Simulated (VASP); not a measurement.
# Ir (Fm-3m) in VASP: notebook, part 2 of 2

VASP 6.6.1.

## (3) Single point, PBE (volume scaled by 1.06)

INCAR reads:

```
PREC = Accurate ; ENCUT = 520
EDIFF = 1E-6 ; ISMEAR = -1
SIGMA = 0.03 ; LREAL = False
LASPH = True ; NELM = 80
ALGO = Normal ; ISIF = 2
LWAVE = False ; LCHARG = False
GGA = PE ; NBANDS = 10
```

KPOINTS reads:

```
Automatic mesh
0
Gamma
  18 18 18
```

POSCAR reads:

```
Ir
1.0
    0.0000000000      1.9647578834      1.9647578834
    1.9647578834      0.0000000000      1.9647578834
    1.9647578834      1.9647578834      0.0000000000
Ir
1
Direct
    0.0000000000      0.0000000000      0.0000000000
```

Potentials or basis: VASP PAW PBE potentials, release 64 (Ir).

Launch:

```sh
$ cat potpaw_PBE.64/Ir/POTCAR > POTCAR
$ mpirun -np 1 vasp_std > vasp.out
```

OUTCAR:

```text
PREC = Accurate
   ENCUT = 520
   EDIFF = 1E-6
   ISMEAR = -1
   LREAL = False
   LASPH = True
   NELM = 80
   ISIF = 2
   GGA = PE

 ion  position               nearest neighbor table
   1  0.000  0.000  0.000-

  LATTYP: Found a face centered cubic cell.
 ALAT       =     3.9295157668

  Lattice vectors:

 A1 = (   0.0000000000,   1.9647578834,   1.9647578834)
 A2 = (   1.9647578834,   0.0000000000,   1.9647578834)
 A3 = (   1.9647578834,   1.9647578834,   0.0000000000)

Analysis of symmetry for initial positions (statically):
=====================================================================
 Subroutine PRICEL returns:
 Original cell was already a primitive cell.

 Routine SETGRP: Setting up the symmetry group for a
 face centered cubic supercell.

 Subroutine GETGRP returns: Found 48 space group operations
 (whereof 48 operations were pure point group operations)
 out of a pool of 48 trial point group operations.

The static configuration has the point symmetry O_h .

Analysis of symmetry for dynamics (positions and initial velocities):
=====================================================================
 Subroutine PRICEL returns:
 Original cell was already a primitive cell.

 Routine SETGRP: Setting up the symmetry group for a
 face centered cubic supercell.

 Subroutine GETGRP returns: Found 48 space group operations
 (whereof 48 operations were pure point group operations)
 out of a pool of 48 trial point group operations.

The dynamic configuration has the point symmetry O_h .

 Subroutine INISYM returns: Found 48 space group operations
 (whereof 48 operations are pure point group operations),
 and found     1 'primitive' translations

----------------------------------------------------------------------------------------

[... 105 lines left out ...]
   ISMEAR =    -1;   SIGMA  =   0.03  broadening in eV -4-tet -1-fermi 0-gaus
   EFERMI_NEDOS =   21; number of points for ismear=-14 and -15
   IALGO  =     38    algorithm
   IMIX   =      4    mixing-type and parameters
     AMIX     =   0.40;   BMIX     =  1.00
     AMIX_MAG =   1.60;   BMIX_MAG =  1.00
  volume/ion in A,a.u.               =      15.17       102.37
  Fermi-wavevector in a.u.,A,eV,Ry     =   1.375635  2.599574 25.747289  1.892372
  Thomas-Fermi vector in A             =   2.500953
   LORBIT       =      0    0 simple, 1 ext, 2 COOP (PROOUT), +10 PAW based schemes
   GGA     = PE    functional components
   LHFCALC =     F    Hartree Fock is set to
   AEXX    =    0.0000 exact exchange contribution
   IVDW    =     0    specifies the selected vdW correction
   LEPSILON=     F    determine dielectric tensor
   LRPA    =     F    only Hartree local field effects (RPA)
 non-spin polarized calculation
  energy-cutoff  :      520.00
  volume of cell :       15.17
 maximum number of plane-waves:       419
 NGX is ok and might be reduce to    24
   NGX = 11   NGY = 11   NGZ = 11

 number of electron       9.0000001 magnetization

 Free energy of the ion-electron system (eV)
  ---------------------------------------------------
  ext. energy  EPLUGINS =         0.00000000
  ---------------------------------------------------
  free energy    TOTEN  =        -8.82375841 eV

  energy without entropy =       -8.82025606  energy(sigma->0) =       -8.82200724

 E-fermi :   9.2593     XC(G=0): -13.5756

 val. band max:        9.2579022535   @ k =   0.5000   0.2222   0.1111
 cond. band min:       9.2593231417   @ k =   0.3333   0.1111   0.0556
 fundamental gap:      0.0014208883
 Fermi energy:         9.2593082789

 k-point     1 :       0.0000    0.0000    0.0000
  band No.  band energies     occupation
      1      -1.1474      2.00000
      2       5.7430      2.00000
      3       5.7430      2.00000
      4       5.7430      2.00000
      5       8.1468      2.00000
      6       8.1468      2.00000
      7      23.6779      0.00000
      8      28.8536      0.00000
      9      28.8536      0.00000
     10      28.8536      0.00000
[... 287 lines left out ...]
 k-point    24 :      -0.2222    0.0556    0.0000
  band No.  band energies     occupation
      1       0.9472      2.00000
      2       5.1379      2.00000
      3       6.1587      2.00000
      4       6.2423      2.00000
      5       7.9060      2.00000
      6       8.6674      2.00000
      7      23.0459      0.00000
      8      25.8440      0.00000
      9      30.4967      0.00000
     10      31.7923      0.00000

 [... further k-points ...]
[... 5 lines left out ...]
  --------------------------------------------------------------------------------------
  -------------------------------------------------------------------------------------
  Total       -1.2992759     -1.2992759     -1.2992759     -0.0000000     -0.0000000     -0.0000000
  in kB     -137.2318280   -137.2318280   -137.2318280     -0.0000000     -0.0000000     -0.0000000
  external PRESSURE =    -137.2318280 kB  Pullay stress =       0.0000000 kB

 VOLUME and BASIS-vectors are now :
 -----------------------------------------------------------------------------
  energy-cutoff  :      520.00
  volume of cell :       15.17
      direct lattice vectors                 reciprocal lattice vectors
     0.000000000  1.964757883  1.964757883    -0.254484282  0.254484282  0.254484282
     1.964757883  0.000000000  1.964757883     0.254484282 -0.254484282  0.254484282
     1.964757883  1.964757883  0.000000000     0.254484282  0.254484282 -0.254484282

 POSITION                                       TOTAL-FORCE (eV/Angst)
 -----------------------------------------------------------------------------------
      0.00000      0.00000      0.00000         0.000000      0.000000     -0.000000
 -----------------------------------------------------------------------------------
    total drift:                               -0.000000      0.000000      0.000000

  FREE ENERGIE OF THE ION-ELECTRON SYSTEM (eV)
  ---------------------------------------------------
  free  energy   TOTEN  =        -8.8237584139 eV

  energy  without entropy=       -8.8202560567  energy(sigma->0) =       -8.82200724
```

OSZICAR:

```text
N       E                     dE             d eps       ncg     rms          rms(c)
DAV:   1     0.476597327576E+02    0.47660E+02   -0.43394E+03  3916   0.814E+02
DAV:   2    -0.846596473269E+01   -0.56126E+02   -0.53311E+02  4006   0.191E+02
DAV:   3    -0.940049979100E+01   -0.93454E+00   -0.93108E+00  4506   0.305E+01
DAV:   4    -0.940940950062E+01   -0.89097E-02   -0.89081E-02  4388   0.281E+00
DAV:   5    -0.940959978692E+01   -0.19029E-03   -0.19029E-03  4406   0.394E-01    0.126E+01
DAV:   6    -0.890520243006E+01    0.50440E+00   -0.10021E+00  4358   0.120E+01    0.490E+00
DAV:   7    -0.882932250266E+01    0.75880E-01   -0.25335E-01  4590   0.552E+00    0.150E+00
DAV:   8    -0.882586709457E+01    0.34554E-02   -0.21339E-03  4222   0.485E-01    0.904E-01
DAV:   9    -0.882375086349E+01    0.21162E-02   -0.13570E-03  4436   0.499E-01    0.144E-02
DAV:  10    -0.882375784967E+01   -0.69862E-05   -0.73449E-06  5080   0.232E-02    0.214E-02
DAV:  11    -0.882375841387E+01   -0.56421E-06   -0.53267E-07  2756   0.876E-03
   1 F= -.88237584E+01 E0= -.88220072E+01  d E =-.350236E-02
```

It took 23 s on 1 thread of AMD EPYC 7R13 (Zen 3), shared host; peak memory 0.14 GiB.

What came out:

```
Free energy : -8.8238 eV
Pressure    : -13.7 GPa
```

Caveat: spin-orbit coupling is left out, which moves the levels of the heavy elements.
